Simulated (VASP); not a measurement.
Write the native input for VASP 6.6.1 that does the following.

- Task: single point
- Functional: PBEsol
- Potentials or basis: VASP PAW PBE potentials, release 64 (Ge_d)
- Cutoff: 520 eV
- k mesh: 11 × 11 × 11
- Occupations: fermi-dirac, width 0.05 eV
- Spin: no spin polarisation
- Dipole correction: no
- Further INCAR settings: ALGO = Normal; EDIFF = 1e-07; NBANDS = 21

The structure of Ge lies in POSCAR:

```
Ge
1.0
    0.0000000000      2.8475041221      2.8475041221
    2.8475041221      0.0000000000      2.8475041221
    2.8475041221      2.8475041221      0.0000000000
Ge
2
Direct
    0.5000000000      0.5000000000      0.5000000000
    0.7500000000      0.7500000000      0.7500000000
```

The input as run:

INCAR

```
SYSTEM = Ge
PREC = Accurate ; ENCUT = 520
EDIFF = 1E-7 ; ISMEAR = -1
SIGMA = 0.05 ; LREAL = .False.
LASPH = .True. ; NELM = 60
ALGO = Normal ; ISIF = 2
LWAVE = .False. ; LCHARG = .False.
GGA = PS ; NBANDS = 21
```

KPOINTS

```
Automatic mesh
0
Gamma
  11 11 11
  0 0 0
```

Potentials or basis: VASP PAW PBE potentials, release 64 (Ge_d).

The run is started by

```bash
$ cat potpaw_PBE.64/Ge_d/POTCAR > POTCAR
$ mpirun -np 1 vasp_std > vasp.out
```

It gave:

```
Pressure               : -0.8 GPa
Band gap on the k mesh : zero (filled and empty bands touch)
```

Caveat: semilocal functionals underestimate gaps, so a narrow gap can read as zero; the PAW data sets were made with another functional, which shifts forces and pressure a little.

It took 87 s on 1 thread of Intel Xeon 8259CL, on a shared host, peak memory 0.19 GiB.
